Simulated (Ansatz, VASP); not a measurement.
Two plane-wave programs on H

Contents of INCAR:

```
SYSTEM = H
PREC     = Accurate       ! precision mode
ENCUT    = 520            ! plane-wave cutoff, eV
EDIFF    = 1E-6           ! SCF threshold, eV
ISMEAR   = 0              ! smearing method
SIGMA    = 0.05           ! smearing width, eV
LREAL    = .False.        ! projectors in reciprocal space
LASPH    = .True.         ! aspherical terms in the spheres
NELM     = 150            ! most SCF steps
ALGO     = Normal         ! electronic algorithm
ISIF     = 2              ! what is computed and relaxed
LWAVE    = .False.        ! write WAVECAR
LCHARG   = .False.        ! write CHGCAR
ISPIN    = 2              ! spin polarisation
MAGMOM   = 1.05 1.05      ! initial moments
LORBIT   = 11             ! projections on sites
GGA      = PE             ! functional
NBANDS   = 12             ! bands
```

The input KPOINTS:

```
Automatic mesh
0
Gamma
  6 6 6
  0 0 0
```

File POSCAR:

```
H
1.0
    5.1652197576      0.0000000000      0.0000000000
   -2.5826098788      4.4732115262      0.0000000000
    0.0000000000      0.0000000000      4.6543795236
H
2
Direct
    0.3333333333      0.6666666667      0.2500000000
    0.6666666667      0.3333333333      0.7500000000
```

Input for Ansatz:

```yaml
crystal:
  lattice:
    - [5.1652197576, 0.0, 0.0]
    - [-2.5826098788, 4.4732115262, 0.0]
    - [0.0, 0.0, 4.6543795236]
  atoms:
    - { symbol: H, position: [0.3333333333, 0.6666666667, 0.25], spin: 1.05 }
    - { symbol: H, position: [0.6666666667, 0.3333333333, 0.75], spin: 1.05 }
basis:
  ecutwfc: 520.0
kpoints:
  mp_grid: { grid: [6, 6, 6] }
hamiltonian:
  xc: pbe
scf:
  occupations: { method: gaussian, width: 0.05 }
output:
  forces: true
  stress: true
  eigenvalues: true
  populations: true
  write_density: true
  write_potential: true
  elf: true
  volumetric_format: npy
magnetization:
  spin_polarized: true
```

Alike in both runs: task single point; functional PBE; k mesh 6 × 6 × 6; occupations gaussian, width 0.05 eV; collinear spin.

|  | VASP | Ansatz |
| --- | --- | --- |
| version | VASP 6.6.1 | Ansatz 0.2.0 |
| potentials or method | VASP PAW PBE potentials, release 64 (H), cutoff 520 eV | scalar-relativistic, plane waves, PAW |
| valence electrons in the cell | 2 | 2 |

Ansatz gave:

| Property | Result |
| --- | --- |
| gap on the k mesh at the Fermi level (eV) | 6.90 |
| least direct gap on the mesh (eV) | 7.32 |
| pressure (GPa) | 0.0 |
| net moment per atom (μB) | 1.00 |
| size of the moment on the site where the two differ most (μB) | 0.95 |

Task: What did VASP give for the same quantities?

Result: gap on the k mesh at the Fermi level (eV): 6.90; least direct gap on the mesh (eV): 7.32; pressure (GPa): 0.0; net moment per atom (μB): 1.00; size of the moment on the site where the two differ most (μB): 0.38.

Site moments also hang on the region over which each program counts them. Ansatz's warnings: nearly empty spin channel levels not settled, published levels not confirmed, xc potential rough in thin density.
